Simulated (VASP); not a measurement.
A run of VASP 6.6.1:

File INCAR:

```
SYSTEM = SrTiO3
ALGO = Normal
EDIFF = 1E-6
ENCUT = 520
GGA = PE
ISIF = 2
ISMEAR = -1
LASPH = .TRUE.
LCHARG = .FALSE.
LREAL = .FALSE.
LWAVE = .FALSE.
NBANDS = 28
NELM = 100
PREC = Accurate
SIGMA = 0.0801
```

The input KPOINTS:

```
k-points
0
G
  7 7 7
  0 0 0
```

File POSCAR:

```
SrTiO3
1.0
    3.8836301500      0.0000000000      0.0000000000
    0.0000000000      3.8836301500      0.0000000000
    0.0000000000      0.0000000000      3.8836301500
Sr Ti O
1 1 3
Direct
    0.0000000000      0.0000000000      0.0000000000
    0.5000000000      0.5000000000      0.5000000000
    0.0000000000      0.5000000000      0.5000000000
    0.5000000000      0.0000000000      0.5000000000
    0.5000000000      0.5000000000      0.0000000000
```

Potentials or basis: VASP PAW PBE potentials, release 64 (Sr_sv, Ti_sv, O).

Launch:

```console
$ cat potpaw_PBE.64/Sr_sv/POTCAR potpaw_PBE.64/Ti_sv/POTCAR potpaw_PBE.64/O/POTCAR > POTCAR
$ mpirun -np 1 vasp_std > vasp.out
```

Hardware: 1 thread of Intel(R) Xeon(R) Platinum 8488C (Sapphire Rapids), with other jobs on the host.

Q: Estimate the wall time of this run.

A: Wall time 31 s on 1 thread of Intel(R) Xeon(R) Platinum 8488C (Sapphire Rapids), on a shared host, peak memory 0.18 GiB. Counts: scf iterations 17, k points 20.
